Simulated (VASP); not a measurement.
# Ta (Pm-3m) in VASP: notebook

The runs below take Ta through single point, relaxation of cell and atoms, with revPBE.

Everything below comes from runs of VASP 6.6.1. Logs are shortened: lines on timing, memory, paths and dates and some standing lists are left out, and cuts for length are marked.

### Step 1. The cell of the first run

The structure is cubic, space group Pm-3m (No. 221). The conventional cell has a = 2.755 Å, b = 2.755 Å, c = 2.755 Å, α = 90.00°, β = 90.00°, γ = 90.00°. Within 3.6 Å of Ta (site symmetry m-3m) lie 6 Ta at 2.76 Å.

### Step 2. Single point, revPBE

INCAR

```
  PREC = Accurate
  ENCUT = 520
  EDIFF = 1E-6
  ISMEAR = -1
  SIGMA = 0.1
  LREAL = False
  LASPH = True
  NELM = 60
  ALGO = Normal
  ISIF = 2
  LWAVE = False
  LCHARG = False
  GGA = RE
  NBANDS = 12
```

KPOINTS

```
Automatic mesh
0
Gamma
  19 19 19
```

POSCAR

```
Ta
1.0
    2.7551434811      0.0000000000      0.0000000000
    0.0000000000      2.7551434811      0.0000000000
    0.0000000000      0.0000000000      2.7551434811
Ta
1
Direct
    0.0000000000      0.0000000000      0.0000000000
```

Potentials or basis: VASP PAW PBE potentials, release 64 (Ta_pv).

Started as:

```console
cat potpaw_PBE.64/Ta_pv/POTCAR > POTCAR
mpirun -np 1 vasp_std > vasp.out
```

OUTCAR:

```text
PREC = Accurate
   ENCUT = 520
   EDIFF = 1E-6
   ISMEAR = -1
   LREAL = False
   LASPH = True
   NELM = 60
   ISIF = 2
   GGA = RE

 ion  position               nearest neighbor table
   1  0.000  0.000  0.000-

  LATTYP: Found a simple cubic cell.
 ALAT       =     2.7551434811

  Lattice vectors:

 A1 = (   2.7551434811,   0.0000000000,   0.0000000000)
 A2 = (   0.0000000000,   2.7551434811,   0.0000000000)
 A3 = (   0.0000000000,   0.0000000000,   2.7551434811)

Analysis of symmetry for initial positions (statically):
=====================================================================
 Subroutine PRICEL returns:
 Original cell was already a primitive cell.

 Routine SETGRP: Setting up the symmetry group for a
 simple cubic supercell.

 Subroutine GETGRP returns: Found 48 space group operations
 (whereof 48 operations were pure point group operations)
 out of a pool of 48 trial point group operations.

The static configuration has the point symmetry O_h .

Analysis of symmetry for dynamics (positions and initial velocities):
=====================================================================
 Subroutine PRICEL returns:
 Original cell was already a primitive cell.

 Routine SETGRP: Setting up the symmetry group for a
 simple cubic supercell.

 Subroutine GETGRP returns: Found 48 space group operations
 (whereof 48 operations were pure point group operations)
 out of a pool of 48 trial point group operations.

The dynamic configuration has the point symmetry O_h .

 Subroutine INISYM returns: Found 48 space group operations
 (whereof 48 operations are pure point group operations),
 and found     1 'primitive' translations

----------------------------------------------------------------------------------------

                                     Primitive cell

  volume of cell :      20.9138

  direct lattice vectors                    reciprocal lattice vectors
     2.755143481  0.000000000  0.000000000     0.362957504  0.000000000  0.000000000
     0.000000000  2.755143481  0.000000000     0.000000000  0.362957504  0.000000000
     0.000000000  0.000000000  2.755143481     0.000000000  0.000000000  0.362957504

  length of vectors
     2.755143481  2.755143481  2.755143481     0.362957504  0.362957504  0.362957504

  position of ions in fractional coordinates (direct lattice)
[... 75 lines left out ...]
   ENCUT  =  520.0 eV  38.22 Ry    6.18 a.u.   5.12  5.12  5.12*2*pi/ulx,y,z
   NELM   =     60;   NELMIN=  2; NELMDL= -5     # of ELM steps
   EDIFF  = 0.1E-05   stopping-criterion for ELM
   LREAL  =      F    real-space projection
   EDIFFG = 0.1E-04   stopping-criterion for IOM
   NSW    =      0    number of steps for IOM
   IBRION =     -1    ionic relax: 0-MD 1-quasi-New 2-CG
   NFREE  =      0    steps in history (QN), initial steepest desc. (CG)
   ISIF   =      2    stress and relaxation
   ISYM   =      2    0-nonsym 1-usesym 2-fastsym
   POTIM  = 0.5000    time-step for ionic-motion
   TEBEG  =    0.0;   TEEND  =   0.0 temperature during run
   PSTRESS=    0.0 pullay stress
   NELECT =      11.0000    total number of electrons
   NUPDOWN=      -1.0000    fix difference up-down
   EMIN   =  10.00;   EMAX   =-10.00  energy-range for DOS
   EFERMI =   0.00;   METHOD = LEGACY
   ISMEAR =    -1;   SIGMA  =   0.10  broadening in eV -4-tet -1-fermi 0-gaus
   EFERMI_NEDOS =   21; number of points for ismear=-14 and -15
   IALGO  =     38    algorithm
   IMIX   =      4    mixing-type and parameters
     AMIX     =   0.40;   BMIX     =  1.00
     AMIX_MAG =   1.60;   BMIX_MAG =  1.00
  volume/ion in A,a.u.               =      20.91       141.13
  Fermi-wavevector in a.u.,A,eV,Ry     =   1.321483  2.497240 23.760081  1.746317
  Thomas-Fermi vector in A             =   2.451233
   LORBIT       =      0    0 simple, 1 ext, 2 COOP (PROOUT), +10 PAW based schemes
   GGA     = RE    functional components
   LHFCALC =     F    Hartree Fock is set to
   AEXX    =    0.0000 exact exchange contribution
   IVDW    =     0    specifies the selected vdW correction
   LEPSILON=     F    determine dielectric tensor
   LRPA    =     F    only Hartree local field effects (RPA)
 non-spin polarized calculation
  energy-cutoff  :      520.00
  volume of cell :       20.91
 maximum number of plane-waves:       587
   NGX = 11   NGY = 11   NGZ = 11

 number of electron      11.0000005 magnetization

 Free energy of the ion-electron system (eV)
  ---------------------------------------------------
  ext. energy  EPLUGINS =         0.00000000
  ---------------------------------------------------
  free energy    TOTEN  =       -10.31716276 eV

  energy without entropy =      -10.27704460  energy(sigma->0) =      -10.29710368

 E-fermi :   4.4260     XC(G=0): -11.7126

 val. band max:        4.4259513226   @ k =   0.2632   0.2105   0.1053
 cond. band min:       4.4468583508   @ k =   0.4737   0.4737   0.2105
 fundamental gap:      0.0209070281
 Fermi energy:         4.4259756345

 k-point     1 :       0.0000    0.0000    0.0000
  band No.  band energies     occupation
      1     -29.0642      2.00000
      2     -29.0642      2.00000
      3     -29.0642      2.00000
      4      -2.7766      2.00000
      5       1.8873      2.00000
      6       1.8873      2.00000
      7      10.4606      0.00000
      8      10.4606      0.00000
      9      10.4606      0.00000
     10      18.7707      0.00000
     11      18.7707      0.00000
     12      18.7707      0.00000
[... 331 lines left out ...]
 k-point    24 :       0.3158    0.1053    0.0000
  band No.  band energies     occupation
      1     -29.8545      2.00000
      2     -29.1158      2.00000
      3     -28.9831      2.00000
      4      -0.2314      2.00000
      5       2.7834      2.00000
      6       4.0589      1.95034
      7       7.2628      0.00000
      8       7.7245      0.00000
      9      10.2479      0.00000
     10      14.1414      0.00000
     11      18.7976      0.00000
     12      20.1423      0.00000

 [... further k-points ...]
[... 5 lines left out ...]
  --------------------------------------------------------------------------------------
  -------------------------------------------------------------------------------------
  Total        0.0689639      0.0689639      0.0689639      0.0000000      0.0000000     -0.0000000
  in kB        5.2832332      5.2832332      5.2832332      0.0000000      0.0000000     -0.0000000
  external PRESSURE =       5.2832332 kB  Pullay stress =       0.0000000 kB

 VOLUME and BASIS-vectors are now :
 -----------------------------------------------------------------------------
  energy-cutoff  :      520.00
  volume of cell :       20.91
      direct lattice vectors                 reciprocal lattice vectors
     2.755143481  0.000000000  0.000000000     0.362957504  0.000000000  0.000000000
     0.000000000  2.755143481  0.000000000     0.000000000  0.362957504  0.000000000
     0.000000000  0.000000000  2.755143481     0.000000000  0.000000000  0.362957504

 POSITION                                       TOTAL-FORCE (eV/Angst)
 -----------------------------------------------------------------------------------
      0.00000      0.00000      0.00000         0.000000      0.000000      0.000000
 -----------------------------------------------------------------------------------
    total drift:                                0.000000      0.000000      0.000000

  FREE ENERGIE OF THE ION-ELECTRON SYSTEM (eV)
  ---------------------------------------------------
  free  energy   TOTEN  =       -10.3171627603 eV

  energy  without entropy=      -10.2770445965  energy(sigma->0) =      -10.29710368
```

It took 30 s on 1 thread of Intel Xeon Platinum 8259CL at 2.50GHz (Skylake/Cascade Lake), shared host; peak memory 0.16 GiB.

Results:

* Free energy: -10.3172 eV
* Pressure: 0.5 GPa

Caveat: the PAW data sets were made with another functional, which shifts forces and pressure a little; spin-orbit coupling is left out, which moves the levels of the heavy elements.

### Step 3. Relaxation of cell and atoms, revPBE

This run uses another cell than the first one, of 19.51 Å³/atom, 0.933 times its volume.

INCAR

```
SYSTEM = Ta
PREC = Accurate
ENCUT = 600
EDIFF = 1E-6
ISMEAR = -1
SIGMA = 0.1
LREAL = .False.
LASPH = .True.
NELM = 100
ALGO = Normal
ISIF = 3
LWAVE = .False.
LCHARG = .False.
GGA = RE
IBRION = 2
NSW = 80
EDIFFG = -0.01
```

KPOINTS

```
Automatic mesh
0
Gamma
  12 12 12
  0 0 0
```

POSCAR

```
Ta
1.0
    2.6919965271      0.0000000000      0.0000000000
    0.0000000000      2.6919965271      0.0000000000
    0.0000000000      0.0000000000      2.6919965271
Ta
1
Direct
    0.0000000000      0.0000000000      0.0000000000
```

Potentials or basis: VASP PAW PBE potentials, release 64 (Ta_pv).

Started as:

```console
cat potpaw_PBE.64/Ta_pv/POTCAR > POTCAR
mpirun -np 1 vasp_std > vasp.out
```

It took 34 s on 1 thread of Intel Xeon Platinum 8259CL at 2.50GHz (Skylake/Cascade Lake), shared host; peak memory 0.16 GiB.

The run converged. Its results:

```yaml
Free_energy: -10.3355 eV
Relaxed_volume: 20.93 Å³/atom
Relaxed_cell: a = 2.756 Å, b = 2.756 Å, c = 2.756 Å, α = 90.00°, β = 90.00°, γ = 90.00°
Space_group_after_relaxing_to_0.05_Å: Pm-3m (No. 221)
Energy_gained_by_relaxing: 47.1 meV/atom
Ionic_steps: 4
Pressure_after_relaxing: 0.0 GPa
```

The path:
```
step  energy change (eV)  largest force (eV/Å)  pressure (GPa)  volume (Å³)
   1              0.0000                0.0000           11.31        19.51
   2              0.0812                0.0000          -13.56        23.66
   3             -0.0471                0.0000           -0.34        20.98
   4             -0.0471                0.0000           -0.04        20.93
```

Final structure:
```xyz
1
Lattice="2.7559 0.0000 0.0000 0.0000 2.7559 0.0000 0.0000 0.0000 2.7559" Properties=species:S:1:pos:R:3 pbc="T T T"
Ta    0.0000    0.0000    0.0000
```

Levels at points of the mesh, in eV from the Fermi level:
| k point | band 4 | band 5 | band 6 | band 7 | band 8 | band 9 |
| --- | --- | --- | --- | --- | --- | --- |
| (0.00, 0.00, 0.00) | -7.18 | -2.52 | -2.52 | 6.05 | 6.05 | 6.05 |
| (0.50, 0.00, 0.00) | -3.72 | -1.57 | -0.05 | 2.42 | 2.42 | 6.44 |
| (0.50, 0.50, 0.00) | -3.82 | -1.37 | 3.18 | 3.18 | 5.01 | 5.01 |
| (0.50, 0.50, 0.50) | -2.20 | -2.20 | -2.20 | 7.59 | 8.75 | 8.75 |

Caveat: the PAW data sets were made with another functional, which shifts forces and pressure a little; spin-orbit coupling is left out, which moves the levels of the heavy elements.
